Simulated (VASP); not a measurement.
# Hf4Si (I4/m) in VASP: a series of runs, part 2 of 2

VASP 6.6.1. The steps go on from the part before.

## Step 4: Single point, PBE

This run uses another cell than the first one, of 20.48 Å³/atom.

Contents of INCAR:

```
SYSTEM = Hf4Si
PREC = Accurate
ENCUT = 520
EDIFF = 1E-6
ISMEAR = 0
SIGMA = 0.1
LREAL = .FALSE.
LASPH = .TRUE.
NELM = 80
ALGO = Fast
ISIF = 2
LWAVE = .FALSE.
LCHARG = .FALSE.
GGA = PE
NBANDS = 30
```

Contents of KPOINTS:

```
Automatic mesh
0
G
  10 10 10
  0 0 0
```

Contents of POSCAR:

```
Hf4Si
1.0
   -3.7434286070      3.7434286070      1.8266767056
    3.7434286070     -3.7434286070      1.8266767056
    3.7434286070      3.7434286070     -1.8266767056
Hf Si
4 1
Direct
    0.2820509133      0.9133885758      0.1954394891
    0.0866114242      0.2820509133      0.3686623375
    0.9133885758      0.7179490867      0.6313376625
    0.7179490867      0.0866114242      0.8045605109
    0.5000000000      0.5000000000      0.0000000000
```

Potentials or basis: VASP PAW PBE potentials, release 64 (Hf_pv, Si).

The run is started by

```console
> cat potpaw_PBE.64/Hf_pv/POTCAR potpaw_PBE.64/Si/POTCAR > POTCAR
> mpirun -np 1 vasp_std > vasp.out
```

OUTCAR:

```text
SYSTEM = Hf4Si
   PREC = Accurate
   ENCUT = 520
   EDIFF = 1E-6
   ISMEAR = 0
   LREAL = .FALSE.
   LASPH = .TRUE.
   NELM = 80
   ISIF = 2
   GGA = PE

 ion  position               nearest neighbor table
   1  0.282  0.913  0.195-   5 2.87   5 2.87   3 3.08   3 3.08   2 3.08   2 3.08   4 3.09   4 3.09
                             2 3.12   3 3.12   5 3.50   4 3.51
   2  0.087  0.282  0.369-   5 2.87   5 2.87   1 3.08   1 3.08   4 3.08   4 3.08   3 3.09   3 3.09
                             1 3.12   4 3.12   5 3.50   3 3.51
   3  0.913  0.718  0.631-   5 2.87   5 2.87   1 3.08   1 3.08   4 3.08   4 3.08   2 3.09   2 3.09
                             4 3.12   1 3.12   5 3.50   2 3.51
   4  0.718  0.087  0.805-   5 2.87   5 2.87   2 3.08   3 3.08   3 3.08   2 3.08   1 3.09   1 3.09
                             3 3.12   2 3.12   5 3.50   1 3.51
   5  0.500  0.500  0.000-   2 2.87   4 2.87   4 2.87   3 2.87   2 2.87   3 2.87   1 2.87   1 2.87
                             3 3.50   4 3.50   2 3.50   1 3.50

  LATTYP: Found a body centered tetragonal cell.
 ALAT       =     7.4868572140
 C/A-ratio  =     0.4879688909

  Lattice vectors:

 A1 = (  -3.7434286070,   3.7434286070,   1.8266767056)
 A2 = (   3.7434286070,  -3.7434286070,   1.8266767056)
 A3 = (   3.7434286070,   3.7434286070,  -1.8266767056)

Analysis of symmetry for initial positions (statically):
=====================================================================
 Subroutine PRICEL returns:
 Original cell was already a primitive cell.

 Routine SETGRP: Setting up the symmetry group for a
 body centered tetragonal supercell.

 Subroutine GETGRP returns: Found  8 space group operations
 (whereof  8 operations were pure point group operations)
 out of a pool of 16 trial point group operations.

The static configuration has the point symmetry C_4h.

Analysis of symmetry for dynamics (positions and initial velocities):
=====================================================================
 Subroutine PRICEL returns:
[... 138 lines left out ...]
  Thomas-Fermi vector in A             =   2.370045
   LORBIT       =      0    0 simple, 1 ext, 2 COOP (PROOUT), +10 PAW based schemes
   GGA     = PE    functional components
   LHFCALC =     F    Hartree Fock is set to
   AEXX    =    0.0000 exact exchange contribution
   IVDW    =     0    specifies the selected vdW correction
   LEPSILON=     F    determine dielectric tensor
   LRPA    =     F    only Hartree local field effects (RPA)
 non-spin polarized calculation
 RMM-DIIS sequential band-by-band and
 Gauss-broadening in eV      SIGMA  =   0.10
  energy-cutoff  :      520.00
  volume of cell :      102.39
 maximum number of plane-waves:      2788
 NGX is ok and might be reduce to    42
   NGX = 21   NGY = 21   NGZ = 21

 number of electron      43.9999999 magnetization

 Free energy of the ion-electron system (eV)
  ---------------------------------------------------
  ext. energy  EPLUGINS =         0.00000000
  ---------------------------------------------------
  free energy    TOTEN  =       -46.02890854 eV

  energy without entropy =      -46.00958343  energy(sigma->0) =      -46.01924598

 E-fermi :   5.4812     XC(G=0): -11.3392

 val. band max:        5.4801446501   @ k =  -0.2000   0.2000  -0.1000
 cond. band min:       5.4861064165   @ k =   0.2000   0.2000   0.2000
 fundamental gap:      0.0059617663
 Fermi energy:         5.4812279262

 k-point     1 :       0.0000    0.0000    0.0000
  band No.  band energies     occupation
      1     -25.2600      2.00000
      2     -25.1852      2.00000
      3     -25.0854      2.00000
      4     -25.0854      2.00000
      5     -24.8781      2.00000
      6     -24.8781      2.00000
[... 781 lines left out ...]
     29       9.0913      0.00000
     30       9.5897      0.00000

 [... further k-points ...]

------------------------ aborting loop because EDIFF is reached ----------------------------------------

  FORCE on cell =-STRESS in cart. coord.  units (eV):
  Direction    XX          YY          ZZ          XY          YZ          ZX
  --------------------------------------------------------------------------------------
  -------------------------------------------------------------------------------------
  Total       -0.2271666     -0.2271666     -0.2514722     -0.0000002      0.0000000      0.0000000
  in kB       -3.5546292     -3.5546292     -3.9349552     -0.0000028      0.0000000      0.0000000
  external PRESSURE =      -3.6814045 kB  Pullay stress =       0.0000000 kB

 VOLUME and BASIS-vectors are now :
 -----------------------------------------------------------------------------
  energy-cutoff  :      520.00
  volume of cell :      102.39
      direct lattice vectors                 reciprocal lattice vectors
    -3.743428607  3.743428607  1.826676706     0.000000000  0.133567393  0.273721123
     3.743428607 -3.743428607  1.826676706     0.133567393  0.000000000  0.273721123
     3.743428607  3.743428607 -1.826676706     0.133567393  0.133567393  0.000000000

 POSITION                                       TOTAL-FORCE (eV/Angst)
 -----------------------------------------------------------------------------------
      3.09498     -1.63175      1.82668        -0.004561     -0.000869      0.000000
      2.11167      0.64845      0.00000        -0.000869      0.004561     -0.000000
      1.63175      3.09498      1.82668         0.000869     -0.004561      0.000000
      0.64845      5.37518      0.00000         0.004561      0.000869     -0.000000
      0.00000      0.00000      1.82668        -0.000000     -0.000000     -0.000000
 -----------------------------------------------------------------------------------
    total drift:                               -0.000000     -0.000000      0.000000

  FREE ENERGIE OF THE ION-ELECTRON SYSTEM (eV)
  ---------------------------------------------------
  free  energy   TOTEN  =       -46.0289085357 eV

  energy  without entropy=      -46.0095834309  energy(sigma->0) =      -46.01924598
```

OSZICAR:

```text
N       E                     dE             d eps       ncg     rms          rms(c)
DAV:   1     0.166022328350E+03    0.16602E+03   -0.23920E+04  8672   0.139E+03
DAV:   2    -0.369857445100E+02   -0.20301E+03   -0.19554E+03  9896   0.332E+02
DAV:   3    -0.476217184349E+02   -0.10636E+02   -0.10132E+02 11550   0.460E+01
DAV:   4    -0.478479009434E+02   -0.22618E+00   -0.22472E+00 10764   0.670E+00
DAV:   5    -0.478522842985E+02   -0.43834E-02   -0.43812E-02 11054   0.860E-01    0.916E+01
RMM:   6    -0.463521576430E+02    0.15001E+01   -0.20502E+00  9119   0.595E+00    0.573E+01
RMM:   7    -0.461450476834E+02    0.20711E+00   -0.40431E+00 12033   0.866E+00    0.415E+00
RMM:   8    -0.460286969612E+02    0.11635E+00   -0.58595E-01  9065   0.350E+00    0.104E+00
RMM:   9    -0.460283419060E+02    0.35506E-03   -0.60881E-02 11468   0.122E+00    0.829E-01
RMM:  10    -0.460287035895E+02   -0.36168E-03   -0.12957E-02 12458   0.454E-01    0.179E-01
RMM:  11    -0.460288781170E+02   -0.17453E-03   -0.19565E-03 12930   0.169E-01    0.149E-01
RMM:  12    -0.460289072479E+02   -0.29131E-04   -0.29501E-04 12347   0.633E-02    0.604E-02
RMM:  13    -0.460289070117E+02    0.23615E-06   -0.67309E-05 11795   0.307E-02    0.810E-03
RMM:  14    -0.460289081831E+02   -0.11714E-05   -0.15235E-05 10904   0.135E-02    0.892E-03
RMM:  15    -0.460289085357E+02   -0.35256E-06   -0.22810E-06  8066   0.514E-03
   1 F= -.46028909E+02 E0= -.46019246E+02  d E =-.193251E-01
```

It took 5.2 min on 1 thread of Intel Xeon 6975P-C (Granite Rapids), shared host; peak memory 0.51 GiB.

What came out:

| Item | Value |
| --- | --- |
| Free energy | -46.0289 eV |
| Pressure | -0.4 GPa |
| Largest force | 0.005 eV/Å |
| Band gap on the k mesh | zero (bands 22 and 23 overlap by 0.49 eV) |

Forces in eV/Å, atoms in the order of the input:
```
Hf  -0.005 -0.001  0.000
Hf  -0.001  0.005  0.000
Hf   0.001 -0.005  0.000
Hf   0.005  0.001  0.000
Si   0.000  0.000  0.000
```

Caveat: spin-orbit coupling is left out, which moves the levels of the heavy elements.

## Step 5: Overview

| cell | k mesh | smearing | gap on the mesh (eV) | pressure (GPa) | largest force (eV/Å) |
| --- | --- | --- | --- | --- | --- |
| a = 5.359 Å, angles 98.8, 98.8, 134.0°, 5 atoms, atomic positions A | 5 × 5 × 5 | gaussian 0.2 eV | none | -0.6 | 0.06 |
| a = 5.352 Å, angles 98.9, 98.9, 133.7°, 5 atoms, atomic positions B | 8 × 8 × 8 | gaussian 0.1 eV | none | -0.4 | 0.01 |
| a = 5.600 Å, angles 96.1, 96.1, 141.9°, 5 atoms, atomic positions C | 10 × 10 × 10 | gaussian 0.1 eV | none | -0.4 | - |

Alike in all rows: task single point; level PBE; potentials or basis VASP PAW PBE potentials, release 64 (Hf_pv, Si); no spin polarisation; cutoff (eV) 520.

Caveats: spin-orbit coupling is left out, which moves the levels of the heavy elements.

Total energies depend on the potentials used, so only differences within one code and one set of settings carry meaning.

The gap in the log of VASP goes by the Fermi energy; the results here count the filled bands.